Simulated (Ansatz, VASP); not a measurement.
# Two plane-wave programs on LaAl15N16

```
La Al N
1.0
     6.22600    0.00000    0.00000
    -3.11300    5.39187    0.00000
     0.00000    0.00000    9.96200
La Al N
1 15 16
Direct
  0.16667 0.33333 0.01442
  0.16667 0.33333 0.48800
  0.17355 0.83678 0.99293
  0.16179 0.83089 0.50227
  0.66322 0.32645 0.99293
  0.66911 0.33821 0.50227
  0.66322 0.83678 0.99293
  0.66911 0.83089 0.50227
  0.33874 0.16126 0.26313
  0.33517 0.16483 0.73844
  0.33874 0.67749 0.26313
  0.33517 0.67034 0.73844
  0.82251 0.16126 0.26313
  0.82966 0.16483 0.73844
  0.83333 0.66667 0.24461
  0.83333 0.66667 0.75018
  0.16667 0.33333 0.24700
  0.16667 0.33333 0.68576
  0.17028 0.83514 0.18747
  0.15931 0.82966 0.68753
  0.66486 0.32972 0.18747
  0.67034 0.34069 0.68753
  0.66486 0.83514 0.18747
  0.67034 0.82966 0.68753
  0.33894 0.16106 0.44939
  0.35137 0.14863 0.92314
  0.33894 0.67788 0.44939
  0.35137 0.70273 0.92314
  0.82212 0.16106 0.44939
  0.79727 0.14863 0.92314
  0.83333 0.66667 0.43445
  0.83333 0.66667 0.94267
```

Alike in both runs: functional PBE; k mesh 4 × 4 × 2; occupations fermi-dirac, width 0.01 eV; no spin polarisation.

Ansatz relaxed the structure, and its values are those at the end. VASP's run is a single point on that final structure, the one shown.

```csv
,VASP,Ansatz
version,VASP 6.6.1,Ansatz 0.2.0
potentials or method,"VASP PAW PBE potentials, release 64 (La, Al, N)","plane-wave PAW, scalar-relativistic"
plane-wave cutoff (eV),520,420
valence electrons in the cell,136,136
```

```tsv
	VASP	Ansatz	Ansatz less VASP
gap on the k mesh at the Fermi level (eV)	2.82	2.80	-0.017
pressure (GPa)	14.4	14.6	+0.24
rms of the force components (eV/Å)	0.010	0.009	-0.0009
```

Ansatz's warnings: stress scf threshold loose.

Spin-orbit coupling is off throughout.
